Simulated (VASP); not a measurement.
# Li2O3 (Pn-3m) in VASP: a series of runs

Li2O3 is run at these levels: PBE; tasks: single point.

Program: VASP 6.6.1. These are calculated values, not measurements. Logs are shortened: lines on timing, memory, paths and dates and some standing lists are left out, and cuts for length are marked.

**1. The cell of the first run**

It takes space group Pn-3m (No. 224, cubic). The conventional cell has a = 4.562 Å, b = 4.562 Å, c = 4.562 Å, α = 90.00°, β = 90.00°, γ = 90.00°. Li (site symmetry -3m) has 6 O at 1.98 Å within 2.6 Å. Within 2.6 Å of O (site symmetry -42m) lie 4 Li at 1.98 Å and 4 O at 2.28 Å.

**2. Single point, PBE**

INCAR reads:

```
SYSTEM = Li2O3
  ALGO = Normal
  EDIFF = 1E-6
  ENCUT = 520
  GGA = PE
  ISIF = 2
  ISMEAR = -1
  LASPH = .TRUE.
  LCHARG = .TRUE.
  LELF = .TRUE.
  LREAL = .FALSE.
  LVHAR = .TRUE.
  LWAVE = .FALSE.
  NBANDS = 35
  NELM = 60
  PREC = Accurate
  SIGMA = 0.06122561905347299
```

KPOINTS reads:

```
k-points
0
G
  12 12 12
  0 0 0
```

POSCAR reads:

```
Li2O3
1.0
    4.5616226721      0.0000000000      0.0000000000
    0.0000000000      4.5616226721      0.0000000000
    0.0000000000      0.0000000000      4.5616226721
Li O
4 6
Direct
    0.2500000000      0.2500000000      0.2500000000
    0.7500000000      0.7500000000      0.2500000000
    0.7500000000      0.2500000000      0.7500000000
    0.2500000000      0.7500000000      0.7500000000
    0.5000000000      0.0000000000      0.0000000000
    0.0000000000      0.5000000000      0.0000000000
    0.0000000000      0.0000000000      0.5000000000
    0.5000000000      0.5000000000      0.0000000000
    0.5000000000      0.0000000000      0.5000000000
    0.0000000000      0.5000000000      0.5000000000
```

Potentials or basis: VASP PAW PBE potentials, release 64 (Li_sv, O).

Run with:

```bash
cat potpaw_PBE.64/Li_sv/POTCAR potpaw_PBE.64/O/POTCAR > POTCAR
mpirun -np 1 vasp_std > vasp.out
```

OUTCAR:

```text
SYSTEM = Li2O3
   EDIFF = 1E-6
   ENCUT = 520
   GGA = PE
   ISIF = 2
   ISMEAR = -1
   LASPH = .TRUE.
   LREAL = .FALSE.
   NELM = 60
   PREC = Accurate

 ion  position               nearest neighbor table
   1  0.250  0.250  0.250-   5 1.98   6 1.98   7 1.98   8 1.98   9 1.98  10 1.98
   2  0.750  0.750  0.250-   5 1.98   6 1.98   7 1.98   8 1.98   9 1.98  10 1.98
   3  0.750  0.250  0.750-   5 1.98   6 1.98   7 1.98   8 1.98   9 1.98  10 1.98
   4  0.250  0.750  0.750-   5 1.98   6 1.98   7 1.98   8 1.98   9 1.98  10 1.98
   5  0.500  0.000  0.000-   1 1.98   2 1.98   3 1.98   4 1.98
   6  0.000  0.500  0.000-   1 1.98   2 1.98   3 1.98   4 1.98
   7  0.000  0.000  0.500-   1 1.98   2 1.98   3 1.98   4 1.98
   8  0.500  0.500  0.000-   1 1.98   2 1.98   3 1.98   4 1.98
   9  0.500  0.000  0.500-   1 1.98   2 1.98   3 1.98   4 1.98
  10  0.000  0.500  0.500-   1 1.98   2 1.98   3 1.98   4 1.98

  LATTYP: Found a simple cubic cell.
 ALAT       =     4.5616226721

  Lattice vectors:

 A1 = (   4.5616226721,   0.0000000000,   0.0000000000)
 A2 = (   0.0000000000,   4.5616226721,   0.0000000000)
 A3 = (   0.0000000000,   0.0000000000,   4.5616226721)

Analysis of symmetry for initial positions (statically):
=====================================================================
 Subroutine PRICEL returns:
 Original cell was already a primitive cell.

 Routine SETGRP: Setting up the symmetry group for a
 simple cubic supercell.

 Subroutine GETGRP returns: Found 48 space group operations
 (whereof 24 operations were pure point group operations)
 out of a pool of 48 trial point group operations.

The static configuration has the point symmetry T_d .
 The point group associated with its full space group is O_h .

Analysis of symmetry for dynamics (positions and initial velocities):
=====================================================================
 Subroutine PRICEL returns:
 Original cell was already a primitive cell.

 Routine SETGRP: Setting up the symmetry group for a
 simple cubic supercell.

 Subroutine GETGRP returns: Found 48 space group operations
 (whereof 24 operations were pure point group operations)
 out of a pool of 48 trial point group operations.

The dynamic configuration has the point symmetry T_d .
 The point group associated with its full space group is O_h .

 Subroutine INISYM returns: Found 48 space group operations
 (whereof 24 operations are pure point group operations),
 and found     1 'primitive' translations

----------------------------------------------------------------------------------------

                                     Primitive cell

  volume of cell :      94.9201

  direct lattice vectors                    reciprocal lattice vectors
     4.561622672  0.000000000  0.000000000     0.219220236  0.000000000  0.000000000
     0.000000000  4.561622672  0.000000000     0.000000000  0.219220236  0.000000000
     0.000000000  0.000000000  4.561622672     0.000000000  0.000000000  0.219220236

  length of vectors
     4.561622672  4.561622672  4.561622672     0.219220236  0.219220236  0.219220236

  position of ions in fractional coordinates (direct lattice)
     0.250000000  0.250000000  0.250000000
     0.750000000  0.750000000  0.250000000
     0.750000000  0.250000000  0.750000000
     0.250000000  0.750000000  0.750000000
     0.500000000  0.000000000  0.000000000
     0.000000000  0.500000000  0.000000000
     0.000000000  0.000000000  0.500000000
     0.500000000  0.500000000  0.000000000
     0.500000000  0.000000000  0.500000000
     0.000000000  0.500000000  0.500000000

  ion indices of the primitive-cell ions
   primitive index   ion index
                 1           1
                 2           2
                 3           3
                 4           4
                 5           5
                 6           6
                 7           7
                 8           8
                 9           9
                10          10

----------------------------------------------------------------------------------------

 KPOINTS: k-points

Automatic generation of k-mesh.
 Grid dimensions read from file:
 generate k-points for:   12   12   12

 Generating k-lattice:

  Cartesian coordinates                     Fractional coordinates (reciprocal lattice)
     0.018268353  0.000000000  0.000000000     0.083333333  0.000000000  0.000000000
     0.000000000  0.018268353  0.000000000     0.000000000  0.083333333  0.000000000
     0.000000000  0.000000000  0.018268353     0.000000000  0.000000000  0.083333333

  Length of vectors
     0.018268353  0.018268353  0.018268353

  Shift w.r.t. Gamma in fractional coordinates (k-lattice)
     0.000000000  0.000000000  0.000000000

 Subroutine IBZKPT returns following result:
 ===========================================

 Found     84 irreducible k-points:

 Following reciprocal coordinates:
            Coordinates               Weight
  0.000000  0.000000  0.000000      1.000000
  0.083333  0.000000  0.000000      6.000000
  0.166667  0.000000  0.000000      6.000000
  0.250000  0.000000  0.000000      6.000000
  0.333333  0.000000  0.000000      6.000000
  0.416667  0.000000  0.000000      6.000000
[... 16 lines left out ...]
  0.333333  0.333333  0.000000     12.000000
  0.416667  0.333333  0.000000     24.000000
 [... further k-points ...]
   k-points           NKPTS =     84   k-points in BZ     NKDIM =     84   number of bands    NBANDS=     35
   number of dos      NEDOS =    301   number of ions     NIONS =     10
   total plane-waves  NPLWV =  46656
   dimension x,y,z NGX =    36 NGY =   36 NGZ =   36
   dimension x,y,z NGXF=    72 NGYF=   72 NGZF=   72
   ions per type =               4   6
   NGX,Y,Z   is equivalent  to a cutoff of  13.12, 13.12, 13.12 a.u.
   NGXF,Y,Z  is equivalent  to a cutoff of  26.24, 26.24, 26.24 a.u.
 SYSTEM =  Li2O3
   PREC   = accura    normal or accurate (medium, high low for compatibility)
   ISTART =      0    job   : 0-new  1-cont  2-samecut
   ICHARG =      2    charge: 1-file 2-atom 10-const
   ISPIN  =      1    spin polarized calculation?
   LNONCOLLINEAR =      F non collinear calculations
   LSORBIT =      F    spin-orbit coupling
   LASPH  =      T    aspherical Exc in radial PAW
   ENCUT  =  520.0 eV  38.22 Ry    6.18 a.u.   8.48  8.48  8.48*2*pi/ulx,y,z
   NELM   =     60;   NELMIN=  2; NELMDL= -5     # of ELM steps
   EDIFF  = 0.1E-05   stopping-criterion for ELM
   LREAL  =      F    real-space projection
   EDIFFG = 0.1E-04   stopping-criterion for IOM
   NSW    =      0    number of steps for IOM
   IBRION =     -1    ionic relax: 0-MD 1-quasi-New 2-CG
   NFREE  =      0    steps in history (QN), initial steepest desc. (CG)
   ISIF   =      2    stress and relaxation
   ISYM   =      2    0-nonsym 1-usesym 2-fastsym
   POTIM  = 0.5000    time-step for ionic-motion
   TEBEG  =    0.0;   TEEND  =   0.0 temperature during run
   PSTRESS=    0.0 pullay stress
   NELECT =      48.0000    total number of electrons
   NUPDOWN=      -1.0000    fix difference up-down
   EMIN   =  10.00;   EMAX   =-10.00  energy-range for DOS
   EFERMI =   0.00;   METHOD = LEGACY
   ISMEAR =    -1;   SIGMA  =   0.06  broadening in eV -4-tet -1-fermi 0-gaus
   EFERMI_NEDOS =   21; number of points for ismear=-14 and -15
   IALGO  =     38    algorithm
   IMIX   =      4    mixing-type and parameters
     AMIX     =   0.40;   BMIX     =  1.00
     AMIX_MAG =   1.60;   BMIX_MAG =  1.00
  volume/ion in A,a.u.               =       9.49        64.06
  Fermi-wavevector in a.u.,A,eV,Ry     =   1.304275  2.464723 23.145329  1.701134
  Thomas-Fermi vector in A             =   2.435222
   LORBIT       =      0    0 simple, 1 ext, 2 COOP (PROOUT), +10 PAW based schemes
   GGA     = PE    functional components
   LHFCALC =     F    Hartree Fock is set to
   AEXX    =    0.0000 exact exchange contribution
   IVDW    =     0    specifies the selected vdW correction
   LEPSILON=     F    determine dielectric tensor
   LRPA    =     F    only Hartree local field effects (RPA)
 non-spin polarized calculation
  energy-cutoff  :      520.00
  volume of cell :       94.92
 maximum number of plane-waves:      2572
 NGX is ok and might be reduce to    36
   NGX = 17   NGY = 17   NGZ = 17

 number of electron      48.0000067 magnetization

 Free energy of the ion-electron system (eV)
  ---------------------------------------------------
  ext. energy  EPLUGINS =         0.00000000
  ---------------------------------------------------
  free energy    TOTEN  =       -42.42935043 eV

  energy without entropy =      -42.35672765  energy(sigma->0) =      -42.39303904

 E-fermi :  -0.1567     XC(G=0):  -9.6672

 val. band max:       -0.1665940341   @ k =   0.3333   0.3333   0.2500
 cond. band min:      -0.1554136044   @ k =   0.5000   0.3333   0.1667
 fundamental gap:      0.0111804297
 Fermi energy:        -0.1566708892

 k-point     1 :       0.0000    0.0000    0.0000
  band No.  band energies     occupation
      1     -42.1977      2.00000
      2     -42.1706      2.00000
      3     -42.1706      2.00000
      4     -42.1706      2.00000
      5     -17.9286      2.00000
      6     -17.0985      2.00000
[... 27 lines left out ...]
     34      14.9795      0.00000
     35      14.9795      0.00000

 k-point     2 :       0.0833    0.0000    0.0000
  band No.  band energies     occupation
      1     -42.1973      2.00000
      2     -42.1711      2.00000
      3     -42.1707      2.00000
      4     -42.1707      2.00000
      5     -17.9139      2.00000
      6     -17.1103      2.00000
[... 27 lines left out ...]
     34      14.9960      0.00000
     35      15.0729      0.00000

 k-point     3 :       0.1667    0.0000    0.0000
  band No.  band energies     occupation
      1     -42.1959      2.00000
      2     -42.1725      2.00000
      3     -42.1707      2.00000
      4     -42.1707      2.00000
      5     -17.8699      2.00000
      6     -17.1457      2.00000
[... 27 lines left out ...]
     34      15.0361      0.00000
     35      15.3259      0.00000

 k-point     4 :       0.2500    0.0000    0.0000
  band No.  band energies     occupation
      1     -42.1938      2.00000
      2     -42.1746      2.00000
      3     -42.1707      2.00000
      4     -42.1707      2.00000
      5     -17.7996      2.00000
      6     -17.2041      2.00000
[... 27 lines left out ...]
     34      14.8009      0.00000
     35      15.1296      0.00000

 k-point     5 :       0.3333    0.0000    0.0000
  band No.  band energies     occupation
      1     -42.1910      2.00000
      2     -42.1774      2.00000
      3     -42.1707      2.00000
      4     -42.1707      2.00000
      5     -17.7082      2.00000
      6     -17.2842      2.00000
[... 638 lines left out ...]
 k-point    22 :       0.5000    0.2500    0.0000
  band No.  band energies     occupation
      1     -42.1822      2.00000
      2     -42.1822      2.00000
      3     -42.1726      2.00000
      4     -42.1726      2.00000
      5     -17.3614      2.00000
      6     -17.3614      2.00000
[... 27 lines left out ...]
     34      13.5914      0.00000
     35      15.2082      0.00000

 k-point    23 :       0.3333    0.3333    0.0000
  band No.  band energies     occupation
      1     -42.1859      2.00000
      2     -42.1766      2.00000
      3     -42.1748      2.00000
      4     -42.1723      2.00000
      5     -17.4839      2.00000
      6     -17.1647      2.00000
[... 27 lines left out ...]
     34      14.4326      0.00000
     35      14.5260      0.00000

 k-point    24 :       0.4167    0.3333    0.0000
  band No.  band energies     occupation
      1     -42.1835      2.00000
      2     -42.1784      2.00000
      3     -42.1746      2.00000
      4     -42.1730      2.00000
      5     -17.3819      2.00000
      6     -17.2025      2.00000
[... 27 lines left out ...]
     34      14.0334      0.00000
     35      14.6707      0.00000

 [... further k-points ...]
[... 5 lines left out ...]
  --------------------------------------------------------------------------------------
  -------------------------------------------------------------------------------------
  Total       -2.4894419     -2.4894419     -2.4894419      0.0000000      0.0000000      0.0000000
  in kB      -42.0198504    -42.0198504    -42.0198504      0.0000000      0.0000000      0.0000000
  external PRESSURE =     -42.0198504 kB  Pullay stress =       0.0000000 kB

 VOLUME and BASIS-vectors are now :
 -----------------------------------------------------------------------------
  energy-cutoff  :      520.00
  volume of cell :       94.92
      direct lattice vectors                 reciprocal lattice vectors
     4.561622672  0.000000000  0.000000000     0.219220236  0.000000000  0.000000000
     0.000000000  4.561622672  0.000000000     0.000000000  0.219220236  0.000000000
     0.000000000  0.000000000  4.561622672     0.000000000  0.000000000  0.219220236

 POSITION                                       TOTAL-FORCE (eV/Angst)
 -----------------------------------------------------------------------------------
      1.14041      1.14041      1.14041        -0.000000      0.000000     -0.000000
      3.42122      3.42122      1.14041         0.000000     -0.000000      0.000000
      3.42122      1.14041      3.42122         0.000000     -0.000000     -0.000000
      1.14041      3.42122      3.42122         0.000000      0.000000     -0.000000
      2.28081      0.00000      0.00000        -0.000000     -0.000000      0.000000
      0.00000      2.28081      0.00000        -0.000000     -0.000000      0.000000
      0.00000      0.00000      2.28081        -0.000000     -0.000000     -0.000000
      2.28081      2.28081      0.00000         0.000000      0.000000     -0.000000
      2.28081      0.00000      2.28081        -0.000000     -0.000000     -0.000000
      0.00000      2.28081      2.28081        -0.000000      0.000000     -0.000000
 -----------------------------------------------------------------------------------
    total drift:                               -0.000000      0.000000     -0.000000

  FREE ENERGIE OF THE ION-ELECTRON SYSTEM (eV)
  ---------------------------------------------------
  free  energy   TOTEN  =       -42.4293504305 eV

  energy  without entropy=      -42.3567276531  energy(sigma->0) =      -42.39303904
```

Wall time 6 min (1 thread of Intel Xeon 8259CL, shared host); peak memory 0.33 GiB.

What came out:

* Free energy: -42.4294 eV
* Band gap on the k mesh: zero (bands 24 and 25 overlap by 2.21 eV)

Caveat: the cutoff is under 1.25 times the usual one of these potentials, so pressure, stress and relaxed cells hold a basis-set (Pulay) error.

(Continued in part 2 of 2.)
